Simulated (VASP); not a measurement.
Runs of VASP 6.6.1 on InP. The structure is that of space group F-43m (No. 216), or close to it. The cells are those of the table. 

```tsv
cell	gap on the mesh (eV)	pressure (GPa)
a = 4.179, b = 4.179, c = 4.052 Å, angles 61.0, 61.0, 58.0°, 2 atoms	1.09	2.1
a = 4.083, b = 4.083, c = 4.114 Å, angles 59.7, 59.7, 60.5°, 2 atoms	1.33	4.6
a = 4.146, b = 4.146, c = 4.114 Å, angles 60.3, 60.3, 59.5°, 2 atoms	(a)	2.1
a = 4.114 Å, angles 60.0°, 2 atoms	1.30	3.3
a = 4.146, b = 4.146, c = 4.177 Å, angles 59.8, 59.8, 60.5°, 2 atoms	1.07	0.9
a = 4.083, b = 4.083, c = 4.052 Å, angles 60.3, 60.3, 59.5°, 2 atoms	1.45	(c)
a = 4.302 Å, angles 60.0°, 2 atoms	(b)	-5.0
a = 4.115, b = 4.115, c = 4.052 Å, angles 60.5, 60.5, 59.0°, 2 atoms	1.33	4.6
```

Alike in all rows: task single point; level r2SCAN; potentials or basis VASP PAW PBE potentials, release 64 (In_d, P); no spin polarisation; k mesh 8 × 8 × 8; cutoff (eV) 520; smearing gaussian 0.05 eV.

Estimate the missing entries.

(a) 1.18; (b) 0.51; (c) 6.0.

Caveats: the PAW data sets were made with another functional, which shifts forces and pressure a little; spin-orbit coupling is left out, which moves the levels of the heavy elements; the cell stands under pressure (at least some runs); the cell stands under tension (at least some runs); semilocal functionals underestimate gaps, and a narrow one can read as zero (at least some runs).

A k mesh can miss the band edges, and the runs leave out spin-orbit coupling on In.
